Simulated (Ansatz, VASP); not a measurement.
# NiO in VASP and in Ansatz

Contents of INCAR:

```
SYSTEM = NiO
PREC = Accurate
ENCUT = 520
EDIFF = 1E-7
ISMEAR = 0
SIGMA = 0.2
LREAL = .False.
LASPH = .True.
NELM = 80
ALGO = Normal
ISIF = 2
LWAVE = .False.
LCHARG = .True.
GGA = PE
LELF = .True.
LVHAR = .True.
NBANDS = 24
```

Contents of KPOINTS:

```
Automatic mesh
0
Gamma
  8 6 4
  0 0 0
```

File POSCAR:

```
NiO
1.0
   -1.7651599711      0.0000000000     -2.2450606805
    1.7651599711      3.3931508422      0.0000000000
    3.5303199422     -3.3931508422     -2.2450606805
Ni O
2 2
Direct
    0.8695855654      0.6231951885      0.6231951885
    0.3695855654      0.1231951885      0.1231951885
    0.4867034246      0.8289011415      0.8289011415
    0.9867034246      0.3289011415      0.3289011415
```

Input for Ansatz:

```yaml
crystal:
  lattice:
    - [-1.7651599711, 0.0, -2.2450606805]
    - [1.7651599711, 3.3931508422, 0.0]
    - [3.5303199422, -3.3931508422, -2.2450606805]
  atoms:
    - { symbol: Ni, position: [0.8695855654, 0.6231951885, 0.6231951885] }
    - { symbol: Ni, position: [0.3695855654, 0.1231951885, 0.1231951885] }
    - { symbol: O, position: [0.4867034246, 0.8289011415, 0.8289011415] }
    - { symbol: O, position: [0.9867034246, 0.3289011415, 0.3289011415] }
basis:
  ecutwfc: 420
kpoints:
  mp_grid: { grid: [8, 6, 4] }
hamiltonian:
  xc: pbe
scf:
  occupations: { method: gaussian, width: 0.2 }
  lower_state_search: "off"
output:
  forces: true
  stress: true
  eigenvalues: true
```

Alike in both runs: task single point; functional PBE; k mesh 8 × 6 × 4; occupations gaussian, width 0.2 eV; no spin polarisation.

|  | VASP | Ansatz |
| --- | --- | --- |
| version | VASP 6.6.1 | Ansatz 0.2.0 |
| potentials or method | VASP PAW PBE potentials, release 64 (Ni, O), cutoff 520 eV | scalar-relativistic, plane waves, PAW |
| valence electrons in the cell | 32 | 48 |

|  | VASP | Ansatz | Ansatz less VASP |
| --- | --- | --- | --- |
| gap on the k mesh at the Fermi level (eV) | none | none | - |
| pressure (GPa) | 0.5 | 0.1 | -0.39 |
| traceless stress, the component that is largest in VASP (GPa) | 0.70 | 0.22 | -0.476 |
| rms of the force components (eV/Å) | 0.014 | 0.013 | -0.0016 |

Atom by atom the forces differ by 0.025 eV/Å (rms over components). A gap of «none» marks a metal or a gap that the smearing closes. VASP's potentials hold 32 valence electrons a cell and Ansatz's 48, so a difference there can come from the potentials and not from the codes.
